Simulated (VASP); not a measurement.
Set up this calculation in VASP 6.6.1, as the native input.

```yaml
Task: single point
Functional: PBEsol
Dispersion: D3(BJ)
Potentials_or_basis: VASP PAW PBE potentials, release 64 (Ca_sv)
Cutoff: 500 eV
k_mesh: 7 × 7 × 7
Occupations: gaussian, width 0.05 eV
Spin: no spin polarisation
Dipole_correction: no
Further_INCAR_settings: ALGO = Normal; EDIFF = 1e-06; NBANDS = 11
```

The structure of Ca lies in POSCAR:

```
Ca
1.0
    2.1156813600      2.1156813600      2.1156813600
   -2.1156813600      2.1156813600      2.1156813600
   -2.1156813600     -2.1156813600      2.1156813600
Ca
1
Direct
    0.0000000000      0.0000000000      0.0000000000
```

These files were run (other wordings do the same):

INCAR

```
SYSTEM = Ca
ALGO = Normal ; EDIFF = 1E-6
ENCUT = 500 ; GGA = PS
GGA_COMPAT = .FALSE. ; ISIF = 2
ISMEAR = 0 ; IVDW = 12
LASPH = .TRUE. ; LCHARG = .FALSE.
LREAL = .FALSE. ; LWAVE = .FALSE.
NBANDS = 11 ; NELM = 120
PREC = Accurate ; SIGMA = 0.05
```

KPOINTS

```
k-points
0
G
  7 7 7
  0 0 0
```

Potentials or basis: VASP PAW PBE potentials, release 64 (Ca_sv).

The run is started by

```bash
$ cat potpaw_PBE.64/Ca_sv/POTCAR > POTCAR
$ mpirun -np 1 vasp_std > vasp.out
```

Results of the run:

The pressure is -0.1 GPa and the band gap on the k mesh is zero (band 5 reaches 2.65 eV, above the bottom of band 6 at 2.41 eV). The dispersion energy per atom is -0.267 eV.

Caveat: three body term missing; the PAW data sets were made with another functional, which shifts forces and pressure a little; pairwise dispersion overbinds metals, which lowers pressure and volume.

It took 7.5 s on 1 thread of Intel(R) Xeon(R) Platinum 8488C (Sapphire Rapids), with other jobs on the host, peak memory 0.16 GiB.
